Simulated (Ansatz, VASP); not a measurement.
# BiTe: VASP beside Ansatz

```
Bi Te
1.0
    -4.95711   -2.93954    3.40784
     4.77665   -2.84116    3.22722
    -0.00503    5.55028    3.12322
Bi Te
4 4
Direct
  0.53181 0.51443 0.51022
  0.96756 0.02876 0.52961
  0.02514 0.51936 0.01776
  0.41608 0.94819 0.01621
  0.07294 0.00182 0.96260
  0.46343 0.49882 0.92801
  0.52942 0.00684 0.51970
  0.99363 0.48178 0.51588
```

Change from the starting cell: all atoms moved at random (sigma 0.22 Å a component), cell strained at random (sigma 0.03).

Alike in both runs: task single point; functional LDA; k mesh 3 × 3 × 3; occupations gaussian, width 0.15 eV; no spin polarisation.

|  | VASP | Ansatz |
| --- | --- | --- |
| version | VASP 6.6.1 | Ansatz 0.2.0 |
| potentials or method | VASP PAW LDA potentials, release 64 (Bi_d, Te), cutoff 520 eV | scalar-relativistic, plane waves, PAW |
| valence electrons in the cell | 84 | 124 |

```csv
,VASP,Ansatz,Ansatz less VASP
gap on the k mesh at the Fermi level (eV),none,none,-
pressure (GPa),6.1,6.0,-0.15
"traceless stress, the component that is largest in VASP (GPa)",-4.52,-4.46,+0.068
rms of the force components (eV/Å),2.650,2.614,-0.0363
```

LDA's correlation is that of Perdew and Zunger in VASP and of Perdew and Wang (1992) in Ansatz. Atom by atom the forces differ by 0.037 eV/Å (rms over components). A gap of «none» marks a metal or a gap that the smearing closes. VASP's potentials hold 84 valence electrons a cell and Ansatz's 124, so a difference there can come from the potentials and not from the codes.

Neither program's run includes spin-orbit coupling.
